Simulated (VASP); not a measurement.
# SrTiO3 (Pm-3m) in VASP: a series of runs

Runs on SrTiO3. Level: PBE. Tasks: single point.

Program: VASP 6.6.1. These are calculated values, not measurements. Logs are shortened: lines on timing, memory, paths and dates and some standing lists are left out, and cuts for length are marked.

### 1 The cell of the first run

Symmetry: Pm-3m, No. 221, cubic system. Conventional cell: a = 3.905 Å, b = 3.905 Å, c = 3.905 Å, α = 90.00°, β = 90.00°, γ = 90.00°. Within 3.6 Å of Sr (site symmetry m-3m) lie 12 O at 2.76 Å and 8 Ti at 3.38 Å. Ti (site symmetry m-3m) has 6 O at 1.95 Å within 2.6 Å. O (site symmetry 4/mmm) has 2 Ti at 1.95 Å within 2.6 Å.

### 2 Single point, PBE, collinear spin

INCAR reads:

```
  ALGO = Normal
  EDIFF = 1E-6
  ENCUT = 520
  GGA = PE
  ISIF = 2
  ISMEAR = 0
  ISPIN = 2
  LASPH = True
  LCHARG = False
  LMAXMIX = 4
  LORBIT = 11
  LREAL = False
  LWAVE = False
  MAGMOM = 0 1 0 0 0
  NBANDS = 32
  NELM = 150
  PREC = Accurate
  SIGMA = 0.05
```

KPOINTS reads:

```
k-points
0
Gamma
  8 8 8
```

POSCAR reads:

```
SrTiO3
1.0
    3.9052800000      0.0000000000      0.0000000000
    0.0000000000      3.9052800000      0.0000000000
    0.0000000000      0.0000000000      3.9052800000
Sr Ti O
1 1 3
Direct
    0.5000000000      0.5000000000      0.5000000000
    0.0000000000      0.0000000000      0.0000000000
    0.5000000000      0.0000000000      0.0000000000
    0.0000000000      0.5000000000      0.0000000000
    0.0000000000      0.0000000000      0.5000000000
```

Potentials or basis: VASP PAW PBE potentials, release 64 (Sr_sv, Ti_sv, O).

Launch:

```
cat potpaw_PBE.64/Sr_sv/POTCAR potpaw_PBE.64/Ti_sv/POTCAR potpaw_PBE.64/O/POTCAR > POTCAR
mpirun -np 1 vasp_std > vasp.out
```

OUTCAR:

```text
EDIFF = 1E-6
   ENCUT = 520
   GGA = PE
   ISIF = 2
   ISMEAR = 0
   ISPIN = 2
   LASPH = True
   LORBIT = 11
   LREAL = False
   NELM = 150
   PREC = Accurate

 ion  position               nearest neighbor table
   1  0.500  0.500  0.500-   3 2.76   4 2.76   5 2.76   3 2.76   4 2.76   3 2.76   5 2.76   3 2.76
                             4 2.76   5 2.76   4 2.76   5 2.76   2 3.38   2 3.38   2 3.38   2 3.38
   2  0.000  0.000  0.000-   3 1.95   4 1.95   5 1.95   5 1.95   4 1.95   3 1.95   1 3.38   1 3.38
                             1 3.38   1 3.38   1 3.38   1 3.38   1 3.38   1 3.38
   3  0.500  0.000  0.000-   2 1.95   2 1.95   1 2.76   1 2.76   1 2.76   1 2.76
   4  0.000  0.500  0.000-   2 1.95   2 1.95   1 2.76   1 2.76   1 2.76   1 2.76
   5  0.000  0.000  0.500-   2 1.95   2 1.95   1 2.76   1 2.76   1 2.76   1 2.76

  LATTYP: Found a simple cubic cell.
 ALAT       =     3.9052800000

  Lattice vectors:

 A1 = (   3.9052800000,   0.0000000000,   0.0000000000)
 A2 = (   0.0000000000,   3.9052800000,   0.0000000000)
 A3 = (   0.0000000000,   0.0000000000,   3.9052800000)

Analysis of symmetry for initial positions (statically):
=====================================================================
 Subroutine PRICEL returns:
 Original cell was already a primitive cell.

 Routine SETGRP: Setting up the symmetry group for a
 simple cubic supercell.

 Subroutine GETGRP returns: Found 48 space group operations
 (whereof 48 operations were pure point group operations)
 out of a pool of 48 trial point group operations.

The static configuration has the point symmetry O_h .

Analysis of symmetry for dynamics (positions and initial velocities):
=====================================================================
 Subroutine PRICEL returns:
 Original cell was already a primitive cell.

 Routine SETGRP: Setting up the symmetry group for a
 simple cubic supercell.

 Subroutine GETGRP returns: Found 48 space group operations
 (whereof 48 operations were pure point group operations)
 out of a pool of 48 trial point group operations.

The dynamic configuration has the point symmetry O_h .

Analysis of structural, dynamic, and magnetic symmetry:
=====================================================================
 Subroutine PRICEL returns:
 Original cell was already a primitive cell.

 Routine SETGRP: Setting up the symmetry group for a
 simple cubic supercell.

 Subroutine GETGRP returns: Found 48 space group operations
 (whereof 48 operations were pure point group operations)
 out of a pool of 48 trial point group operations.

The overall configuration has the point symmetry O_h .

 Subroutine INISYM returns: Found 48 space group operations
 (whereof 48 operations are pure point group operations),
 and found     1 'primitive' translations

----------------------------------------------------------------------------------------

                                     Primitive cell

  volume of cell :      59.5603

  direct lattice vectors                    reciprocal lattice vectors
     3.905280000  0.000000000  0.000000000     0.256063586  0.000000000  0.000000000
     0.000000000  3.905280000  0.000000000     0.000000000  0.256063586  0.000000000
     0.000000000  0.000000000  3.905280000     0.000000000  0.000000000  0.256063586

  length of vectors
     3.905280000  3.905280000  3.905280000     0.256063586  0.256063586  0.256063586

  position of ions in fractional coordinates (direct lattice)
     0.500000000  0.500000000  0.500000000
     0.000000000  0.000000000  0.000000000
     0.500000000  0.000000000  0.000000000
     0.000000000  0.500000000  0.000000000
     0.000000000  0.000000000  0.500000000

  ion indices of the primitive-cell ions
   primitive index   ion index
                 1           1
                 2           2
                 3           3
                 4           4
                 5           5

----------------------------------------------------------------------------------------

 KPOINTS: k-points

[... 27 lines left out ...]
  0.375000  0.000000  0.000000      6.000000
  0.500000  0.000000  0.000000      3.000000
  0.125000  0.125000  0.000000     12.000000
[... 16 lines left out ...]
  0.375000  0.375000  0.125000     24.000000
  0.500000  0.375000  0.125000     24.000000
 [... further k-points ...]
   k-points           NKPTS =     35   k-points in BZ     NKDIM =     35   number of bands    NBANDS=     32
   number of dos      NEDOS =    301   number of ions     NIONS =      5
   total plane-waves  NPLWV =  27000
   dimension x,y,z NGX =    30 NGY =   30 NGZ =   30
   dimension x,y,z NGXF=    60 NGYF=   60 NGZF=   60
   ions per type =               1   1   3
   NGX,Y,Z   is equivalent  to a cutoff of  12.77, 12.77, 12.77 a.u.
   NGXF,Y,Z  is equivalent  to a cutoff of  25.54, 25.54, 25.54 a.u.
 SYSTEM =  unknown system
   PREC   = accura    normal or accurate (medium, high low for compatibility)
   ISTART =      0    job   : 0-new  1-cont  2-samecut
   ICHARG =      2    charge: 1-file 2-atom 10-const
   ISPIN  =      2    spin polarized calculation?
   LNONCOLLINEAR =      F non collinear calculations
   LSORBIT =      F    spin-orbit coupling
   LASPH  =      T    aspherical Exc in radial PAW
   ENCUT  =  520.0 eV  38.22 Ry    6.18 a.u.   7.26  7.26  7.26*2*pi/ulx,y,z
   NELM   =    150;   NELMIN=  2; NELMDL= -5     # of ELM steps
   EDIFF  = 0.1E-05   stopping-criterion for ELM
   LREAL  =      F    real-space projection
   EDIFFG = 0.1E-04   stopping-criterion for IOM
   NSW    =      0    number of steps for IOM
   IBRION =     -1    ionic relax: 0-MD 1-quasi-New 2-CG
   NFREE  =      0    steps in history (QN), initial steepest desc. (CG)
   ISIF   =      2    stress and relaxation
   ISYM   =      2    0-nonsym 1-usesym 2-fastsym
   POTIM  = 0.5000    time-step for ionic-motion
   TEBEG  =    0.0;   TEEND  =   0.0 temperature during run
   PSTRESS=    0.0 pullay stress
   NELECT =      40.0000    total number of electrons
   NUPDOWN=      -1.0000    fix difference up-down
   EMIN   =  10.00;   EMAX   =-10.00  energy-range for DOS
   EFERMI =   0.00;   METHOD = LEGACY
   ISMEAR =     0;   SIGMA  =   0.05  broadening in eV -4-tet -1-fermi 0-gaus
   EFERMI_NEDOS =   21; number of points for ismear=-14 and -15
   IALGO  =     38    algorithm
   IMIX   =      4    mixing-type and parameters
     AMIX     =   0.40;   BMIX     =  1.00
     AMIX_MAG =   1.60;   BMIX_MAG =  1.00
  volume/ion in A,a.u.               =      11.91        80.39
  Fermi-wavevector in a.u.,A,eV,Ry     =   1.433648  2.709203 27.964703  2.055348
  Thomas-Fermi vector in A             =   2.553143
   LORBIT       =     11    0 simple, 1 ext, 2 COOP (PROOUT), +10 PAW based schemes
   GGA     = PE    functional components
   LHFCALC =     F    Hartree Fock is set to
   AEXX    =    0.0000 exact exchange contribution
   IVDW    =     0    specifies the selected vdW correction
   LEPSILON=     F    determine dielectric tensor
   LRPA    =     F    only Hartree local field effects (RPA)
 spin polarized calculation
 Gauss-broadening in eV      SIGMA  =   0.05
  energy-cutoff  :      520.00
  volume of cell :       59.56
 maximum number of plane-waves:      1628
 NGX is ok and might be reduce to    30
   NGX = 15   NGY = 15   NGZ = 15

 number of electron      40.0000005 magnetization       0.0002342

 number of electron      40.0000005 magnetization      -0.0000553

 Free energy of the ion-electron system (eV)
  ---------------------------------------------------
  ext. energy  EPLUGINS =         0.00000000
  ---------------------------------------------------
  free energy    TOTEN  =       -40.07707808 eV

  energy without entropy =      -40.07707808  energy(sigma->0) =      -40.07707808

 E-fermi :   4.5519     XC(G=0): -11.2699

 val. band max:        4.1633392746   @ k =   0.5000   0.5000   0.5000
 cond. band min:       6.0197365070   @ k =   0.0000   0.0000   0.0000
 fundamental gap:      1.8563972324
 Fermi energy:         4.5519261882

 spin component 1

 k-point     1 :       0.0000    0.0000    0.0000
  band No.  band energies     occupation
      1     -52.3008      1.00000
      2     -28.6270      1.00000
      3     -28.5471      1.00000
      4     -28.5471      1.00000
      5     -28.5471      1.00000
      6     -13.2643      1.00000
[... 829 lines left out ...]
     31      15.6319      0.00000
     32      16.5101      0.00000

 [... further k-points ...]

 spin component 2

 k-point     1 :       0.0000    0.0000    0.0000
  band No.  band energies     occupation
      1     -52.3009      1.00000
      2     -28.6270      1.00000
      3     -28.5471      1.00000
      4     -28.5471      1.00000
      5     -28.5471      1.00000
      6     -13.2643      1.00000
[... 829 lines left out ...]
     31      15.6319      0.00000
     32      16.5100      0.00000

 [... further k-points ...]

------------------------ aborting loop because EDIFF is reached ----------------------------------------

  FORCE on cell =-STRESS in cart. coord.  units (eV):
  Direction    XX          YY          ZZ          XY          YZ          ZX
  --------------------------------------------------------------------------------------
  -------------------------------------------------------------------------------------
  Total        1.8323078      1.8323078      1.8323078     -0.0000000      0.0000000     -0.0000000
  in kB       49.2892805     49.2892805     49.2892805     -0.0000000      0.0000000     -0.0000000
  external PRESSURE =      49.2892805 kB  Pullay stress =       0.0000000 kB

 VOLUME and BASIS-vectors are now :
 -----------------------------------------------------------------------------
  energy-cutoff  :      520.00
  volume of cell :       59.56
      direct lattice vectors                 reciprocal lattice vectors
     3.905280000  0.000000000  0.000000000     0.256063586  0.000000000  0.000000000
     0.000000000  3.905280000  0.000000000     0.000000000  0.256063586  0.000000000
     0.000000000  0.000000000  3.905280000     0.000000000  0.000000000  0.256063586

 POSITION                                       TOTAL-FORCE (eV/Angst)
 -----------------------------------------------------------------------------------
      1.95264      1.95264      1.95264         0.000000      0.000000      0.000000
      0.00000      0.00000      0.00000         0.000000      0.000000      0.000000
      1.95264      0.00000      0.00000         0.000000      0.000000      0.000000
      0.00000      1.95264      0.00000         0.000000      0.000000      0.000000
      0.00000      0.00000      1.95264         0.000000      0.000000      0.000000
 -----------------------------------------------------------------------------------
    total drift:                                0.000000     -0.000000      0.000000

  FREE ENERGIE OF THE ION-ELECTRON SYSTEM (eV)
  ---------------------------------------------------
  free  energy   TOTEN  =       -40.0770780795 eV

  energy  without entropy=      -40.0770780795  energy(sigma->0) =      -40.07707808

 total charge

# of ion       s       p       d       tot
------------------------------------------
    1        1.999   5.796   0.202   7.997
    2        2.231   6.320   1.761  10.312
    3        1.565   3.493   0.000   5.058
    4        1.565   3.493   0.000   5.058
    5        1.565   3.493   0.000   5.058
--------------------------------------------------
tot          8.924  22.597   1.962  33.483

 magnetization (x)

# of ion       s       p       d       tot
------------------------------------------
    1       -0.000  -0.000  -0.000  -0.000
    2        0.000  -0.000  -0.000  -0.000
    3        0.000  -0.000   0.000  -0.000
    4        0.000  -0.000   0.000  -0.000
    5        0.000  -0.000   0.000  -0.000
--------------------------------------------------
tot          0.000  -0.000  -0.000  -0.000
```

It took 4.3 min on 1 thread of AMD EPYC 7R13, shared host; peak memory 0.23 GiB.

Results:

| Property | Result |
| --- | --- |
| Free energy | -40.0771 eV |
| Pressure | 4.9 GPa |
| Band gap on the k mesh | 1.86 eV (least direct gap 2.21 eV) |
| Net moment | 0.00 μB per cell |
| Valence electrons inside the program's atomic spheres | Sr 8.00; Ti 10.31; O 5.06 |

Caveat: the cell stands under pressure. A k mesh can miss the band edges.

### 3 Single point, PBE, collinear spin (12.20 Å³/atom)

This run uses another cell than the first one, of 12.20 Å³/atom.

INCAR reads:

```
ALGO     = Normal         # electronic algorithm
EDIFF    = 1E-6           # SCF threshold, eV
ENCUT    = 520            # plane-wave cutoff, eV
GGA      = PE             # functional
ISIF     = 2              # what is computed and relaxed
ISMEAR   = 0              # smearing method
ISPIN    = 2              # spin polarisation
LASPH    = T              # aspherical terms in the spheres
LCHARG   = F              # write CHGCAR
LMAXMIX  = 4              # l up to which the mixer works
LORBIT   = 11             # projections on sites
LREAL    = F              # projectors in reciprocal space
LWAVE    = F              # write WAVECAR
MAGMOM   = 0 0.05 0 0 0   # initial moments
NBANDS   = 32             # bands
NELM     = 150            # most SCF steps
PREC     = Accurate       # precision mode
SIGMA    = 0.05           # smearing width, eV
```

KPOINTS is that of step 2.

Changes to POSCAR since step 2:

```diff
@@ -2,5 +2,5 @@
 1.0
-    3.9052800000      0.0000000000      0.0000000000
-    0.0000000000      3.9052800000      0.0000000000
-    0.0000000000      0.0000000000      3.9052800000
+    3.9364552784      0.0000000000      0.0000000000
+    0.0000000000      3.9364552784      0.0000000000
+    0.0000000000      0.0000000000      3.9364552784
 Sr Ti O
```

Potentials or basis: VASP PAW PBE potentials, release 64 (Sr_sv, Ti_sv, O).

Launch:

```
cat potpaw_PBE.64/Sr_sv/POTCAR potpaw_PBE.64/Ti_sv/POTCAR potpaw_PBE.64/O/POTCAR > POTCAR
mpirun -np 1 vasp_std > vasp.out
```

Run time: 4.7 min. Hardware: 1 thread of AMD EPYC 7R13, shared host; peak memory 0.23 GiB.

Results (log left out):

| Quantity | Value |
| --- | --- |
| Free energy | -40.1033 eV |
| Pressure | 0.6 GPa |
| Band gap on the k mesh | 1.81 eV (least direct gap 2.18 eV) |
| Net moment | 0.00 μB per cell |
| Valence electrons inside the program's atomic spheres | Sr 7.98; Ti 10.26; O 5.04 |

Levels at points of the mesh, in eV from the valence-band top:
Spin up:
| k point | band 18 | band 19 | band 20 | band 21 | band 22 | band 23 |
| --- | --- | --- | --- | --- | --- | --- |
| (0.00, 0.00, 0.00) | -0.37 | -0.37 | -0.37 | 1.81 | 1.81 | 1.81 |
| (0.50, 0.00, 0.00) | -1.91 | -0.73 | -0.73 | 1.97 | 3.66 | 3.66 |
| (0.50, 0.50, 0.00) | -1.54 | -1.54 | -0.09 | 3.66 | 3.66 | 4.11 |
| (0.50, 0.50, 0.50) | 0.00 | 0.00 | 0.00 | 4.31 | 4.31 | 4.31 |
Spin down:
| k point | band 17 | band 18 | band 19 | band 20 | band 21 | band 22 | band 23 | band 24 |
| --- | --- | --- | --- | --- | --- | --- | --- | --- |
| (0.00, 0.00, 0.00) | -1.13 | -0.37 | -0.37 | -0.37 | 1.81 | 1.81 | 1.81 | 4.14 |
| (0.50, 0.00, 0.00) | -2.29 | -1.91 | -0.73 | -0.73 | 1.97 | 3.66 | 3.66 | 4.15 |
| (0.50, 0.50, 0.00) | -1.74 | -1.54 | -1.54 | -0.09 | 3.66 | 3.66 | 4.11 | 5.08 |
| (0.50, 0.50, 0.50) | -3.67 | 0.00 | 0.00 | 0.00 | 4.31 | 4.31 | 4.31 | 6.85 |

(Part 1 of 2 ends here.)
